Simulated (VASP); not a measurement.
CaO, 2 atoms in the cell. Symmetry: Fm-3m, No. 225, cubic system. Conventional cell: a = 4.799 Å, b = 4.799 Å, c = 4.799 Å, α = 90.00°, β = 90.00°, γ = 90.00°. Within 3.2 Å of Ca (site symmetry m-3m) lie 6 O at 2.40 Å. Within 3.2 Å of O (site symmetry m-3m) lie 6 Ca at 2.40 Å.  This cell differs from its parent crystal: volume scaled by 0.9405.

```yaml
Program: VASP 6.6.1
Task: electric field gradients
Functional: PBE
Potentials_or_basis: VASP PAW PBE potentials, release 64 (Ca_sv, O)
Cutoff: 520 eV
k_mesh: 11 × 11 × 11
Occupations: fermi-dirac, width 0.02 eV
Spin: no spin polarisation
Dipole_correction: no
Further_INCAR_settings: ALGO = Normal; EDIFF = 1e-08; NBANDS = 15
```

Potentials or basis: VASP PAW PBE potentials, release 64 (Ca_sv, O).

Launch:

```sh
$ cat potpaw_PBE.64/Ca_sv/POTCAR potpaw_PBE.64/O/POTCAR > POTCAR
$ mpirun -np 1 vasp_std > vasp.out
```

Hardware: 1 thread of Intel Xeon 8259CL, on a shared host.

**Question.** Estimate the wall time of this run.

**Answer.** Wall time 49 s on 1 thread of Intel Xeon 8259CL (shared host), peak memory 0.17 GiB. Counts: scf iterations 16, k points 56.
